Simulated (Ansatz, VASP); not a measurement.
## Mn2C: VASP beside Ansatz

```
Mn C
1.0
     0.00000    2.45322    2.45322
     2.45322    0.00000    2.45322
     2.45322    2.45322    0.00000
Mn C
2 1
Direct
  0.25000 0.25000 0.25000
  0.75000 0.75000 0.75000
  0.00000 0.00000 0.00000
```

Change from the starting cell: species swapped into the Li2S type (Fm-3m, No. 225).

Alike in both runs: functional PBE; k mesh 16 × 16 × 16; occupations gaussian, width 0.1 eV; collinear spin.

Ansatz relaxed the structure, and its values are those at the end. VASP's run is a single point on that final structure, the one shown.

```csv
,VASP,Ansatz
version,VASP 6.6.1,Ansatz 0.2.0
potentials or method,"VASP PAW PBE potentials, release 64 (Mn_pv, C), cutoff 600 eV","scalar-relativistic, plane waves, PAW"
valence electrons in the cell,30,34
```

|  | VASP | Ansatz | Ansatz less VASP |
| --- | --- | --- | --- |
| gap on the k mesh at the Fermi level (eV) | none | none | - |
| pressure (GPa) | 0.3 | 0.0 | -0.30 |
| net moment per atom (μB) | 1.44 | 1.44 | -0.002 |
| size of the moment on the site where the two differ most (μB) | 2.18 | 1.99 | -0.186 |

Site moments also hang on the region over which each program counts them. A gap of «none» marks a metal or a gap that the smearing closes. VASP's potentials hold 30 valence electrons a cell and Ansatz's 34, so a difference there can come from the potentials and not from the codes.
